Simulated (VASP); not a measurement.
# Li (I4_1/amd) in VASP: further runs

Runs on Li. Level: PBE. Tasks: single point.

Everything below comes from runs of VASP 6.6.1. Logs are shortened: lines on timing, memory, paths and dates and some standing lists are left out, and cuts for length are marked.

## 1. The cell of the first run

The structure is tetragonal, space group I4_1/amd (No. 141). The conventional cell has a = 4.479 Å, b = 4.479 Å, c = 2.432 Å, α = 90.00°, β = 90.00°, γ = 90.00°. Within 3.1 Å of Li (site symmetry -4m2) lie 10 Li at 2.32 to 2.89 Å.

## 2. Single point, PBE (12.19 Å³/atom)

INCAR

```
SYSTEM = Li
PREC = Accurate
ENCUT = 520
EDIFF = 1E-7
ISMEAR = -1
SIGMA = 0.08
LREAL = .FALSE.
LASPH = .TRUE.
NELM = 60
ALGO = Normal
ISIF = 2
LWAVE = .FALSE.
LCHARG = .FALSE.
GGA = PE
NBANDS = 10
```

KPOINTS

```
Automatic mesh
0
G
  15 15 15
  0 0 0
```

POSCAR

```
Li
1.0
   -2.2393692888      2.2393692888      1.2158641163
    2.2393692888     -2.2393692888      1.2158641163
    2.2393692888      2.2393692888     -1.2158641163
Li
2
Direct
   -0.3750000000     -0.1250000000     -0.2500000000
    0.3750000000      0.1250000000      0.2500000000
```

Potentials or basis: VASP PAW PBE potentials, release 64 (Li_sv).

Run with:

```
> cat potpaw_PBE.64/Li_sv/POTCAR > POTCAR
> mpirun -np 1 vasp_std > vasp.out
```

OUTCAR:

```text
SYSTEM = Li
   PREC = Accurate
   ENCUT = 520
   EDIFF = 1E-7
   ISMEAR = -1
   LREAL = .FALSE.
   LASPH = .TRUE.
   NELM = 60
   ISIF = 2
   GGA = PE

 ion  position               nearest neighbor table
   1  0.625  0.875  0.750-   2 2.32   2 2.32   2 2.32   2 2.32
   2  0.375  0.125  0.250-   1 2.32   1 2.32   1 2.32   1 2.32

  LATTYP: Found a body centered tetragonal cell.
 ALAT       =     4.4787385776
 C/A-ratio  =     0.5429493574

  Lattice vectors:

 A1 = (  -2.2393692888,   2.2393692888,   1.2158641163)
 A2 = (   2.2393692888,  -2.2393692888,   1.2158641163)
 A3 = (   2.2393692888,   2.2393692888,  -1.2158641163)

Analysis of symmetry for initial positions (statically):
=====================================================================
 Subroutine PRICEL returns:
 Original cell was already a primitive cell.

 Routine SETGRP: Setting up the symmetry group for a
 body centered tetragonal supercell.

 Subroutine GETGRP returns: Found 16 space group operations
 (whereof  4 operations were pure point group operations)
 out of a pool of 16 trial point group operations.

The static configuration has the point symmetry C_2h.
 The point group associated with its full space group is D_4h.

Analysis of symmetry for dynamics (positions and initial velocities):
=====================================================================
 Subroutine PRICEL returns:
 Original cell was already a primitive cell.

 Routine SETGRP: Setting up the symmetry group for a
 body centered tetragonal supercell.

 Subroutine GETGRP returns: Found 16 space group operations
 (whereof  4 operations were pure point group operations)
 out of a pool of 16 trial point group operations.

The dynamic configuration has the point symmetry C_2h.
 The point group associated with its full space group is D_4h.

 Subroutine INISYM returns: Found 16 space group operations
 (whereof  4 operations are pure point group operations),
 and found     1 'primitive' translations

----------------------------------------------------------------------------------------

                                     Primitive cell

  volume of cell :      24.3891

  direct lattice vectors                    reciprocal lattice vectors
    -2.239369289  2.239369289  1.215864116     0.000000000  0.223277153  0.411230164
     2.239369289 -2.239369289  1.215864116     0.223277153  0.000000000  0.411230164
     2.239369289  2.239369289 -1.215864116     0.223277153  0.223277153  0.000000000

  length of vectors
     3.392325924  3.392325924  3.392325924     0.467934755  0.467934755  0.315761578

  position of ions in fractional coordinates (direct lattice)
     0.625000000  0.875000000  0.750000000
     0.375000000  0.125000000  0.250000000

  ion indices of the primitive-cell ions
   primitive index   ion index
                 1           1
                 2           2

----------------------------------------------------------------------------------------

 KPOINTS: Automatic mesh

Automatic generation of k-mesh.
 Grid dimensions read from file:
 generate k-points for:   15   15   15

 Generating k-lattice:

  Cartesian coordinates                     Fractional coordinates (reciprocal lattice)
     0.000000000  0.014885144  0.027415344     0.066666667  0.000000000  0.000000000
     0.014885144  0.000000000  0.027415344     0.000000000  0.066666667  0.000000000
     0.014885144  0.014885144  0.000000000     0.000000000  0.000000000  0.066666667

  Length of vectors
     0.031195650  0.031195650  0.021050772

  Shift w.r.t. Gamma in fractional coordinates (k-lattice)
     0.000000000  0.000000000  0.000000000

 Subroutine IBZKPT returns following result:
 ===========================================

 Found    288 irreducible k-points:

 Following reciprocal coordinates:
            Coordinates               Weight
  0.000000  0.000000  0.000000      1.000000
  0.066667  0.000000  0.000000      8.000000
  0.133333  0.000000  0.000000      8.000000
  0.200000  0.000000  0.000000      8.000000
  0.266667  0.000000  0.000000      8.000000
  0.333333  0.000000  0.000000      8.000000
[... 16 lines left out ...]
  0.133333  0.133333  0.000000      8.000000
  0.200000  0.133333  0.000000     16.000000
 [... further k-points ...]
   k-points           NKPTS =    288   k-points in BZ     NKDIM =    288   number of bands    NBANDS=     10
   number of dos      NEDOS =    301   number of ions     NIONS =      2
   total plane-waves  NPLWV =  21952
   dimension x,y,z NGX =    28 NGY =   28 NGZ =   28
   dimension x,y,z NGXF=    56 NGYF=   56 NGZF=   56
   ions per type =               2
   NGX,Y,Z   is equivalent  to a cutoff of  13.72, 13.72, 13.72 a.u.
   NGXF,Y,Z  is equivalent  to a cutoff of  27.44, 27.44, 27.44 a.u.
 SYSTEM =  Li
   PREC   = accura    normal or accurate (medium, high low for compatibility)
   ISTART =      0    job   : 0-new  1-cont  2-samecut
   ICHARG =      2    charge: 1-file 2-atom 10-const
   ISPIN  =      1    spin polarized calculation?
   LNONCOLLINEAR =      F non collinear calculations
   LSORBIT =      F    spin-orbit coupling
   LASPH  =      T    aspherical Exc in radial PAW
   ENCUT  =  520.0 eV  38.22 Ry    6.18 a.u.   6.31  6.31  6.31*2*pi/ulx,y,z
   NELM   =     60;   NELMIN=  2; NELMDL= -5     # of ELM steps
   EDIFF  = 0.1E-06   stopping-criterion for ELM
   LREAL  =      F    real-space projection
   EDIFFG = 0.1E-05   stopping-criterion for IOM
   NSW    =      0    number of steps for IOM
   IBRION =     -1    ionic relax: 0-MD 1-quasi-New 2-CG
   NFREE  =      0    steps in history (QN), initial steepest desc. (CG)
   ISIF   =      2    stress and relaxation
   ISYM   =      2    0-nonsym 1-usesym 2-fastsym
   POTIM  = 0.5000    time-step for ionic-motion
   TEBEG  =    0.0;   TEEND  =   0.0 temperature during run
   PSTRESS=    0.0 pullay stress
   NELECT =       6.0000    total number of electrons
   NUPDOWN=      -1.0000    fix difference up-down
   EMIN   =  10.00;   EMAX   =-10.00  energy-range for DOS
   EFERMI =   0.00;   METHOD = LEGACY
   ISMEAR =    -1;   SIGMA  =   0.08  broadening in eV -4-tet -1-fermi 0-gaus
   EFERMI_NEDOS =   21; number of points for ismear=-14 and -15
   IALGO  =     38    algorithm
   IMIX   =      4    mixing-type and parameters
     AMIX     =   0.40;   BMIX     =  1.00
     AMIX_MAG =   1.60;   BMIX_MAG =  1.00
  volume/ion in A,a.u.               =      12.19        82.29
  Fermi-wavevector in a.u.,A,eV,Ry     =   1.025793  1.938468 14.316750  1.052251
  Thomas-Fermi vector in A             =   2.159652
   LORBIT       =      0    0 simple, 1 ext, 2 COOP (PROOUT), +10 PAW based schemes
   GGA     = PE    functional components
   LHFCALC =     F    Hartree Fock is set to
   AEXX    =    0.0000 exact exchange contribution
   IVDW    =     0    specifies the selected vdW correction
   LEPSILON=     F    determine dielectric tensor
   LRPA    =     F    only Hartree local field effects (RPA)
 non-spin polarized calculation
  energy-cutoff  :      520.00
  volume of cell :       24.39
 maximum number of plane-waves:       673
 NGX is ok and might be reduce to    28
   NGX = 13   NGY = 13   NGZ = 13

 number of electron       5.9999996 magnetization

 Free energy of the ion-electron system (eV)
  ---------------------------------------------------
  ext. energy  EPLUGINS =         0.00000000
  ---------------------------------------------------
  free energy    TOTEN  =        -3.13241226 eV

  energy without entropy =       -3.11357741  energy(sigma->0) =       -3.12299484

 E-fermi :   2.3271     XC(G=0):  -8.4079

 val. band max:        2.3251112743   @ k =   0.4000   0.3333   0.0667
 cond. band min:       2.3280048965   @ k =  -0.3333   0.4000   0.0667
 fundamental gap:      0.0028936222
 Fermi energy:         2.3271399546

 k-point     1 :       0.0000    0.0000    0.0000
  band No.  band energies     occupation
      1     -43.7214      2.00000
      2     -43.4973      2.00000
      3      -1.6334      2.00000
      4       7.4416      0.00000
      5       7.4416      0.00000
      6      10.4428      0.00000
      7      15.9387      0.00000
      8      20.4246      0.00000
      9      20.4246      0.00000
     10      21.6316      0.00000

 k-point     2 :       0.0667    0.0000    0.0000
  band No.  band energies     occupation
      1     -43.7160      2.00000
      2     -43.4967      2.00000
      3      -1.5484      2.00000
      4       7.2821      0.00000
      5       7.5376      0.00000
      6      10.8868      0.00000
      7      15.4621      0.00000
      8      19.8083      0.00000
      9      20.3743      0.00000
     10      20.6124      0.00000

 k-point     3 :       0.1333    0.0000    0.0000
  band No.  band energies     occupation
      1     -43.7005      2.00000
      2     -43.4951      2.00000
      3      -1.2921      2.00000
      4       7.0139      0.00000
      5       7.8013      0.00000
      6      12.0038      0.00000
      7      14.3503      0.00000
      8      18.2431      0.00000
      9      18.9688      0.00000
     10      19.6788      0.00000

 k-point     4 :       0.2000    0.0000    0.0000
  band No.  band energies     occupation
      1     -43.6774      2.00000
      2     -43.4931      2.00000
      3      -0.8616      2.00000
      4       6.8729      0.00000
      5       8.1457      0.00000
      6      12.9652      0.00000
      7      13.5281      0.00000
      8      16.1911      0.00000
      9      17.7976      0.00000
     10      17.7986      0.00000
[... 222 lines left out ...]
 k-point    22 :      -0.0667    0.0667    0.0000
  band No.  band energies     occupation
      1     -43.7187      2.00000
      2     -43.4996      2.00000
      3      -1.5943      2.00000
      4       6.8860      0.00000
      5       7.5068      0.00000
      6      11.0439      0.00000
      7      16.0427      0.00000
      8      19.5742      0.00000
      9      20.2489      0.00000
     10      21.6089      0.00000

 k-point    23 :       0.1333    0.1333    0.0000
  band No.  band energies     occupation
      1     -43.6575      2.00000
      2     -43.4849      2.00000
      3      -0.4199      2.00000
      4       7.3694      0.00000
      5       9.3108      0.00000
      6      11.3873      0.00000
      7      13.8935      0.00000
      8      14.2479      0.00000
      9      16.3872      0.00000
     10      16.6233      0.00000

 k-point    24 :       0.2000    0.1333    0.0000
  band No.  band energies     occupation
      1     -43.6312      2.00000
      2     -43.4835      2.00000
      3       0.2740      2.00000
      4       7.4915      0.00000
      5       9.7273      0.00000
      6      10.1819      0.00000
      7      12.5667      0.00000
      8      14.0416      0.00000
      9      15.4935      0.00000
     10      16.7619      0.00000

 [... further k-points ...]

------------------------ aborting loop because EDIFF is reached ----------------------------------------

  FORCE on cell =-STRESS in cart. coord.  units (eV):
  Direction    XX          YY          ZZ          XY          YZ          ZX
  --------------------------------------------------------------------------------------
  -------------------------------------------------------------------------------------
  Total        2.2899621      2.2899621      2.3546250      0.0000000     -0.0000000      0.0000000
  in kB      150.4327540    150.4327540    154.6806033      0.0000000     -0.0000000      0.0000000
  external PRESSURE =     151.8487038 kB  Pullay stress =       0.0000000 kB

 VOLUME and BASIS-vectors are now :
 -----------------------------------------------------------------------------
  energy-cutoff  :      520.00
  volume of cell :       24.39
      direct lattice vectors                 reciprocal lattice vectors
    -2.239369289  2.239369289  1.215864116     0.000000000  0.223277153  0.411230164
     2.239369289 -2.239369289  1.215864116     0.223277153  0.000000000  0.411230164
     2.239369289  2.239369289 -1.215864116     0.223277153  0.223277153  0.000000000

 POSITION                                       TOTAL-FORCE (eV/Angst)
 -----------------------------------------------------------------------------------
      2.23937      1.11968      0.91190         0.000000     -0.000000      0.000000
      0.00000      1.11968      0.30397        -0.000000      0.000000     -0.000000
 -----------------------------------------------------------------------------------
    total drift:                                0.000000      0.000000      0.000000

  FREE ENERGIE OF THE ION-ELECTRON SYSTEM (eV)
  ---------------------------------------------------
  free  energy   TOTEN  =        -3.1324122626 eV

  energy  without entropy=       -3.1135774138  energy(sigma->0) =       -3.12299484
```

Run time: 36 s. Hardware: 1 thread of Intel Xeon 6975P-C (Granite Rapids), shared host; peak memory 0.18 GiB.

Results:

```
Free energy            : -3.1324 eV
Band gap on the k mesh : zero (bands 3 and 4 overlap by 3.35 eV)
```

Caveat: the cutoff is under 1.25 times the usual one of these potentials, so pressure, stress and relaxed cells hold a basis-set (Pulay) error.

## 3. Single point, PBE

This run uses another cell than the first one, of 14.23 Å³/atom.

INCAR

```
ALGO = Normal
EDIFF = 1E-7
ENCUT = 520
GGA = PE
ISIF = 2
ISMEAR = -1
LASPH = True
LCHARG = True
LELF = True
LREAL = False
LVHAR = True
LWAVE = False
NBANDS = 10
NELM = 60
PREC = Accurate
SIGMA = 0.08
```

KPOINTS

```
k-points
0
Gamma
  15 15 15
```

POSCAR

```
Li
1.0
   -2.3603403759      2.3603403759      1.2768326980
    2.3603403759     -2.3603403759      1.2768326980
    2.3603403759      2.3603403759     -1.2768326980
Li
2
Direct
   -0.3750000000     -0.1250000000     -0.2500000000
    0.3750000000      0.1250000000      0.2500000000
```

Potentials or basis: VASP PAW PBE potentials, release 64 (Li_sv).

Run with:

```
> cat potpaw_PBE.64/Li_sv/POTCAR > POTCAR
> mpirun -np 1 vasp_std > vasp.out
```

OUTCAR:

```text
EDIFF = 1E-7
   ENCUT = 520
   GGA = PE
   ISIF = 2
   ISMEAR = -1
   LASPH = True
   LREAL = False
   NELM = 60
   PREC = Accurate

 ion  position               nearest neighbor table
   1  0.625  0.875  0.750-   2 2.45   2 2.45   2 2.45   2 2.45
   2  0.375  0.125  0.250-   1 2.45   1 2.45   1 2.45   1 2.45

  LATTYP: Found a body centered tetragonal cell.
 ALAT       =     4.7206807518
 C/A-ratio  =     0.5409527842

  Lattice vectors:

[... 497 lines left out ...]

 [... further k-points ...]

------------------------ aborting loop because EDIFF is reached ----------------------------------------

  FORCE on cell =-STRESS in cart. coord.  units (eV):
  Direction    XX          YY          ZZ          XY          YZ          ZX
  --------------------------------------------------------------------------------------
  -------------------------------------------------------------------------------------
  Total        1.4403587      1.4403587      1.4929617     -0.0000000     -0.0000000      0.0000000
  in kB       81.1031969     81.1031969     84.0651520     -0.0000000     -0.0000000      0.0000000
  external PRESSURE =      82.0905153 kB  Pullay stress =       0.0000000 kB

 VOLUME and BASIS-vectors are now :
 -----------------------------------------------------------------------------
  energy-cutoff  :      520.00
  volume of cell :       28.45
      direct lattice vectors                 reciprocal lattice vectors
    -2.360340376  2.360340376  1.276832698     0.000000000  0.211833855  0.391593982
     2.360340376 -2.360340376  1.276832698     0.211833855  0.000000000  0.391593982
     2.360340376  2.360340376 -1.276832698     0.211833855  0.211833855  0.000000000

 POSITION                                       TOTAL-FORCE (eV/Angst)
 -----------------------------------------------------------------------------------
      2.36034      1.18017      0.95762        -0.000000      0.000000     -0.000000
      0.00000      1.18017      0.31921         0.000000     -0.000000      0.000000
 -----------------------------------------------------------------------------------
    total drift:                                0.000000      0.000000      0.000000

  FREE ENERGIE OF THE ION-ELECTRON SYSTEM (eV)
  ---------------------------------------------------
  free  energy   TOTEN  =        -3.4269143842 eV

  energy  without entropy=       -3.4081891097  energy(sigma->0) =       -3.41755175
```

OSZICAR:

```text
N       E                     dE             d eps       ncg     rms          rms(c)
DAV:   1     0.195941967869E+02    0.19594E+02   -0.32334E+03  5760   0.610E+02
DAV:   2    -0.140547879809E+01   -0.21000E+02   -0.20344E+02  7704   0.114E+02
DAV:   3    -0.337230231843E+01   -0.19668E+01   -0.19487E+01  8540   0.306E+01
DAV:   4    -0.342617395307E+01   -0.53872E-01   -0.53448E-01  7812   0.408E+00
DAV:   5    -0.342654583140E+01   -0.37188E-03   -0.37185E-03  7674   0.349E-01    0.497E-01
DAV:   6    -0.342624522737E+01    0.30060E-03   -0.18678E-03  9504   0.189E-01    0.328E-01
DAV:   7    -0.342693730997E+01   -0.69208E-03   -0.48974E-03  8178   0.311E-01    0.584E-02
DAV:   8    -0.342691836418E+01    0.18946E-04   -0.10931E-04  7130   0.833E-02    0.967E-03
DAV:   9    -0.342691551715E+01    0.28470E-05   -0.11441E-05  8462   0.256E-02    0.275E-03
DAV:  10    -0.342691469955E+01    0.81759E-06   -0.34638E-07  7384   0.501E-03    0.187E-03
DAV:  11    -0.342691429815E+01    0.40141E-06   -0.58123E-08  4190   0.233E-03    0.340E-04
DAV:  12    -0.342691438420E+01   -0.86052E-07   -0.14727E-08  3698   0.949E-04
   1 F= -.34269144E+01 E0= -.34175517E+01  d E =-.187253E-01
```

Run time: 34 s. Hardware: 1 thread of Intel Xeon 6975P-C (Granite Rapids), shared host; peak memory 0.18 GiB.

What came out:

```yaml
Free_energy: -3.4269 eV
Band_gap_on_the_k_mesh: zero (bands 3 and 4 overlap by 3.23 eV)
```

Caveat: the cutoff is under 1.25 times the usual one of these potentials, so pressure, stress and relaxed cells hold a basis-set (Pulay) error.
